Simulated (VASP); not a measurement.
# Ca in VASP: a series of runs

Runs on Ca. Level: PBEsol. Tasks: single point.

Program: VASP 6.6.1. These are calculated values, not measurements. Logs are shortened: lines on timing, memory, paths and dates and some standing lists are left out, and cuts for length are marked.

**1. The cell of the first run**

The cell holds a wire or tube with vacuum around it, 9 atoms: a = 15.100 Å, b = 13.600 Å, c = 3.980 Å, α = 90.00°, β = 90.00°, γ = 90.00°.

**2. Single point, PBEsol**

INCAR

```
ALGO = Fast
EDIFF = 1E-7
ENCUT = 520
GGA = PS
ISIF = 2
ISMEAR = 0
LASPH = True
LCHARG = False
LREAL = False
LWAVE = False
NBANDS = 55
NELM = 100
PREC = Accurate
SIGMA = 0.05
```

KPOINTS

```
k-points
0
Gamma
  1 1 6
```

POSCAR

```
Ca
1.0
   15.1000000000      0.0000000000      0.0000000000
    0.0000000000     13.6000000000      0.0000000000
    0.0000000000      0.0000000000      3.9796320105
Ca
9
Direct
    0.5000000000      0.5000000000      0.0000000000
    0.2959651930      0.5000000000      0.5000000000
    0.7040348070      0.5000000000      0.5000000000
    0.2881665826      0.7326700125      0.0000000000
    0.2881665826      0.2673299875      0.0000000000
    0.7118334174      0.7326700125      0.0000000000
    0.7118334174      0.2673299875      0.0000000000
    0.5000000000      0.7219655941      0.5000000000
    0.5000000000      0.2780344059      0.5000000000
```

Potentials or basis: VASP PAW PBE potentials, release 64 (Ca_sv).

The run is started by

```console
$ cat potpaw_PBE.64/Ca_sv/POTCAR > POTCAR
$ mpirun -np 1 vasp_std > vasp.out
```

OUTCAR:

```text
EDIFF = 1E-7
   ENCUT = 520
   GGA = PS
   ISIF = 2
   ISMEAR = 0
   LASPH = True
   LREAL = False
   NELM = 100
   PREC = Accurate

 ion  position               nearest neighbor table
   1  0.500  0.500  0.000-
   2  0.296  0.500  0.500-
   3  0.704  0.500  0.500-
   4  0.288  0.733  0.000-
   5  0.288  0.267  0.000-
   6  0.712  0.733  0.000-
   7  0.712  0.267  0.000-
   8  0.500  0.722  0.500-
   9  0.500  0.278  0.500-

  LATTYP: Found a simple orthorhombic cell.
 ALAT       =     3.9796320105
 B/A-ratio  =     3.4174013990
 C/A-ratio  =     3.7943206709

  Lattice vectors:

 A1 = (   0.0000000000,   0.0000000000,  -3.9796320105)
 A2 = (   0.0000000000,  13.6000000000,   0.0000000000)
 A3 = (  15.1000000000,   0.0000000000,   0.0000000000)

Analysis of symmetry for initial positions (statically):
=====================================================================
 Subroutine PRICEL returns:
 Original cell was already a primitive cell.

 Routine SETGRP: Setting up the symmetry group for a
 simple orthorhombic supercell.

 Subroutine GETGRP returns: Found  8 space group operations
 (whereof  8 operations were pure point group operations)
 out of a pool of  8 trial point group operations.

The static configuration has the point symmetry D_2h.

Analysis of symmetry for dynamics (positions and initial velocities):
=====================================================================
 Subroutine PRICEL returns:
 Original cell was already a primitive cell.

 Routine SETGRP: Setting up the symmetry group for a
 simple orthorhombic supercell.

 Subroutine GETGRP returns: Found  8 space group operations
 (whereof  8 operations were pure point group operations)
 out of a pool of  8 trial point group operations.

The dynamic configuration has the point symmetry D_2h.

 Subroutine INISYM returns: Found  8 space group operations
 (whereof  8 operations are pure point group operations),
 and found     1 'primitive' translations

----------------------------------------------------------------------------------------

                                     Primitive cell

  volume of cell :     817.2572

  direct lattice vectors                    reciprocal lattice vectors
    15.100000000  0.000000000  0.000000000     0.066225166  0.000000000  0.000000000
     0.000000000 13.600000000  0.000000000     0.000000000  0.073529412  0.000000000
     0.000000000  0.000000000  3.979632011     0.000000000  0.000000000  0.251279515

  length of vectors
    15.100000000 13.600000000  3.979632011     0.066225166  0.073529412  0.251279515

  position of ions in fractional coordinates (direct lattice)
     0.500000000  0.500000000  0.000000000
     0.295965193  0.500000000  0.500000000
     0.704034807  0.500000000  0.500000000
     0.288166583  0.732670013  0.000000000
     0.288166583  0.267329987  0.000000000
     0.711833417  0.732670013  0.000000000
     0.711833417  0.267329987  0.000000000
     0.500000000  0.721965594  0.500000000
     0.500000000  0.278034406  0.500000000

  ion indices of the primitive-cell ions
   primitive index   ion index
                 1           1
                 2           2
                 3           3
                 4           4
                 5           5
                 6           6
                 7           7
                 8           8
                 9           9

----------------------------------------------------------------------------------------

 KPOINTS: k-points

Automatic generation of k-mesh.
 Grid dimensions read from file:
 generate k-points for:    1    1    6

 Generating k-lattice:

  Cartesian coordinates                     Fractional coordinates (reciprocal lattice)
     0.066225166  0.000000000  0.000000000     1.000000000  0.000000000  0.000000000
     0.000000000  0.073529412  0.000000000     0.000000000  1.000000000  0.000000000
     0.000000000  0.000000000  0.041879919     0.000000000  0.000000000  0.166666667

  Length of vectors
     0.066225166  0.073529412  0.041879919

  Shift w.r.t. Gamma in fractional coordinates (k-lattice)
     0.000000000  0.000000000  0.000000000

 Subroutine IBZKPT returns following result:
 ===========================================

 Found      4 irreducible k-points:

 Following reciprocal coordinates:
            Coordinates               Weight
  0.000000  0.000000  0.000000      1.000000
  0.000000  0.000000  0.166667      2.000000
  0.000000  0.000000  0.333333      2.000000
  0.000000  0.000000  0.500000      1.000000
   k-points           NKPTS =      4   k-points in BZ     NKDIM =      4   number of bands    NBANDS=     55
   number of dos      NEDOS =    301   number of ions     NIONS =      9
   total plane-waves  NPLWV = 362880
   dimension x,y,z NGX =   112 NGY =  108 NGZ =   30
   dimension x,y,z NGXF=   224 NGYF=  216 NGZF=   60
   ions per type =               9
   NGX,Y,Z   is equivalent  to a cutoff of  12.33, 13.20, 12.53 a.u.
   NGXF,Y,Z  is equivalent  to a cutoff of  24.66, 26.40, 25.06 a.u.
 SYSTEM =  unknown system
   PREC   = accura    normal or accurate (medium, high low for compatibility)
   ISTART =      0    job   : 0-new  1-cont  2-samecut
   ICHARG =      2    charge: 1-file 2-atom 10-const
   ISPIN  =      1    spin polarized calculation?
   LNONCOLLINEAR =      F non collinear calculations
   LSORBIT =      F    spin-orbit coupling
   LASPH  =      T    aspherical Exc in radial PAW
   ENCUT  =  520.0 eV  38.22 Ry    6.18 a.u.  28.08 25.29  7.40*2*pi/ulx,y,z
   NELM   =    100;   NELMIN=  2; NELMDL= -5     # of ELM steps
   EDIFF  = 0.1E-06   stopping-criterion for ELM
   LREAL  =      F    real-space projection
   EDIFFG = 0.1E-05   stopping-criterion for IOM
   NSW    =      0    number of steps for IOM
   IBRION =     -1    ionic relax: 0-MD 1-quasi-New 2-CG
   NFREE  =      0    steps in history (QN), initial steepest desc. (CG)
   ISIF   =      2    stress and relaxation
   ISYM   =      2    0-nonsym 1-usesym 2-fastsym
   POTIM  = 0.5000    time-step for ionic-motion
   TEBEG  =    0.0;   TEEND  =   0.0 temperature during run
   PSTRESS=    0.0 pullay stress
   NELECT =      90.0000    total number of electrons
   NUPDOWN=      -1.0000    fix difference up-down
   EMIN   =  10.00;   EMAX   =-10.00  energy-range for DOS
   EFERMI =   0.00;   METHOD = LEGACY
   ISMEAR =     0;   SIGMA  =   0.05  broadening in eV -4-tet -1-fermi 0-gaus
   EFERMI_NEDOS =   21; number of points for ismear=-14 and -15
   IALGO  =     68    algorithm
   IMIX   =      4    mixing-type and parameters
     AMIX     =   0.40;   BMIX     =  1.00
     AMIX_MAG =   1.60;   BMIX_MAG =  1.00
  volume/ion in A,a.u.               =      90.81       612.79
  Fermi-wavevector in a.u.,A,eV,Ry     =   0.784698  1.482865  8.377808  0.615752
  Thomas-Fermi vector in A             =   1.888884
   LORBIT       =      0    0 simple, 1 ext, 2 COOP (PROOUT), +10 PAW based schemes
   GGA     = PS    functional components
   LHFCALC =     F    Hartree Fock is set to
   AEXX    =    0.0000 exact exchange contribution
   IVDW    =     0    specifies the selected vdW correction
   LEPSILON=     F    determine dielectric tensor
   LRPA    =     F    only Hartree local field effects (RPA)
 non-spin polarized calculation
 RMM-DIIS sequential band-by-band and
 Gauss-broadening in eV      SIGMA  =   0.05
  energy-cutoff  :      520.00
  volume of cell :      817.26
 maximum number of plane-waves:     22049
   NGX = 57   NGY = 51   NGZ = 15

 number of electron      89.9999987 magnetization

 Free energy of the ion-electron system (eV)
  ---------------------------------------------------
  ext. energy  EPLUGINS =         0.00000000
  ---------------------------------------------------
  free energy    TOTEN  =       -14.17177230 eV

  energy without entropy =      -14.14103010  energy(sigma->0) =      -14.15640120

 E-fermi :  -0.3607     XC(G=0):  -4.8099

 val. band max:       -0.4136187875   @ k =   0.0000   0.0000   0.0000
 cond. band min:      -0.3494891629   @ k =   0.0000   0.0000   0.1667
 fundamental gap:      0.0641296245
 Fermi energy:        -0.3606696551

 k-point     1 :       0.0000    0.0000    0.0000
  band No.  band energies     occupation
      1     -43.0320      2.00000
      2     -43.0319      2.00000
      3     -43.0319      2.00000
      4     -43.0319      2.00000
      5     -42.4482      2.00000
      6     -42.4481      2.00000
[... 47 lines left out ...]
     54       0.3323      0.00000
     55       0.8009      0.00000

 k-point     2 :       0.0000    0.0000    0.1667
  band No.  band energies     occupation
      1     -43.0311      2.00000
      2     -43.0311      2.00000
      3     -43.0310      2.00000
      4     -43.0310      2.00000
      5     -42.4473      2.00000
      6     -42.4472      2.00000
[... 47 lines left out ...]
     54       0.2794      0.00000
     55       0.9949      0.00000

 k-point     3 :       0.0000    0.0000    0.3333
  band No.  band energies     occupation
      1     -43.0293      2.00000
      2     -43.0293      2.00000
      3     -43.0293      2.00000
      4     -43.0293      2.00000
      5     -42.4454      2.00000
      6     -42.4454      2.00000
[... 47 lines left out ...]
     54       0.2947      0.00000
     55       0.4946      0.00000

 k-point     4 :       0.0000    0.0000    0.5000
  band No.  band energies     occupation
      1     -43.0284      2.00000
      2     -43.0284      2.00000
      3     -43.0284      2.00000
      4     -43.0284      2.00000
      5     -42.4445      2.00000
      6     -42.4445      2.00000
[... 47 lines left out ...]
     54       0.2778      0.00000
     55       0.5182      0.00000

------------------------ aborting loop because EDIFF is reached ----------------------------------------

  FORCE on cell =-STRESS in cart. coord.  units (eV):
  Direction    XX          YY          ZZ          XY          YZ          ZX
  --------------------------------------------------------------------------------------
  -------------------------------------------------------------------------------------
  Total       -0.0639676     -1.6956327      0.0951937      0.0000000      0.0000000      0.0000000
  in kB       -0.1254042     -3.3241729      0.1866208      0.0000000      0.0000000      0.0000000
  external PRESSURE =      -1.0876521 kB  Pullay stress =       0.0000000 kB

 VOLUME and BASIS-vectors are now :
 -----------------------------------------------------------------------------
  energy-cutoff  :      520.00
  volume of cell :      817.26
      direct lattice vectors                 reciprocal lattice vectors
    15.100000000  0.000000000  0.000000000     0.066225166  0.000000000  0.000000000
     0.000000000 13.600000000  0.000000000     0.000000000  0.073529412  0.000000000
     0.000000000  0.000000000  3.979632011     0.000000000  0.000000000  0.251279515

 POSITION                                       TOTAL-FORCE (eV/Angst)
 -----------------------------------------------------------------------------------
      7.55000      6.80000      0.00000         0.000000      0.000000      0.000000
      4.46907      6.80000      1.98982        -0.005359      0.000000      0.000000
     10.63093      6.80000      1.98982         0.005359      0.000000      0.000000
      4.35132      9.96431      0.00000        -0.005706      0.004271      0.000000
      4.35132      3.63569      0.00000        -0.005706     -0.004271      0.000000
     10.74868      9.96431      0.00000         0.005706      0.004271      0.000000
     10.74868      3.63569      0.00000         0.005706     -0.004271      0.000000
      7.55000      9.81873      1.98982         0.000000      0.003682      0.000000
      7.55000      3.78127      1.98982         0.000000     -0.003682     -0.000000
 -----------------------------------------------------------------------------------
    total drift:                                0.000000      0.000000      0.000000

  FREE ENERGIE OF THE ION-ELECTRON SYSTEM (eV)
  ---------------------------------------------------
  free  energy   TOTEN  =       -14.1717722979 eV

  energy  without entropy=      -14.1410301033  energy(sigma->0) =      -14.15640120
```

Run time: 29 min. Hardware: 1 thread of Oxide Virtual Turin-like, shared host; peak memory 0.75 GiB.

What came out:

```yaml
Free_energy: -14.1718 eV
Largest_force: 0.007 eV/Å
Band_gap_on_the_k_mesh: zero (bands 45 and 46 overlap by 0.21 eV)
```

Forces on the atoms (eV/Å):
```
Ca   0.000  0.000  0.000
Ca  -0.005  0.000  0.000
Ca   0.005  0.000  0.000
Ca  -0.006  0.004  0.000
Ca  -0.006 -0.004  0.000
Ca   0.006  0.004  0.000
Ca   0.006 -0.004  0.000
Ca   0.000  0.004  0.000
Ca   0.000 -0.004  0.000
```

Caveat: the PAW data sets were made with another functional, which shifts forces and pressure a little.

(Continued in part 2 of 2.)

The gap in the log of VASP goes by the Fermi energy; the results here count the filled bands.